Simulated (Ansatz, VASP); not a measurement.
# Two plane-wave programs on TiAl3

```
CELL_PARAMETERS angstrom
2.83968 0.00000 0.00000
0.00000 4.68126 0.00000
0.00000 0.00000 4.90074
ATOMIC_POSITIONS crystal
Ti 0.00000 0.50000 0.16592
Al 0.50000 0.50000 0.66727
Al 0.50000 0.00000 0.33091
Al 0.00000 0.00000 0.83590
```

Alike in both runs: task single point; functional r2SCAN; k mesh 14 × 10 × 10; occupations gaussian, width 0.1 eV; no spin polarisation.

|  | VASP | Ansatz |
| --- | --- | --- |
| version | VASP 6.6.1 | Ansatz 0.2.0 |
| potentials or method | VASP PAW PBE potentials, release 64 (Ti_sv, Al), cutoff 520 eV | scalar-relativistic, plane waves, PAW |
| valence electrons in the cell | 21 | 21 |

```tsv
	VASP	Ansatz	Ansatz less VASP
gap on the k mesh at the Fermi level (eV)	none	none	-
pressure (GPa)	-2.3	-2.2	+0.09
traceless stress, the component that is largest in VASP (GPa)	-1.51	-1.50	+0.009
rms of the force components (eV/Å)	0.017	0.014	-0.0033
```

VASP's potentials were made for PBE, not for r2SCAN. Atom by atom the forces differ by 0.005 eV/Å (rms over components). A gap of «none» marks a metal or a gap that the smearing closes.
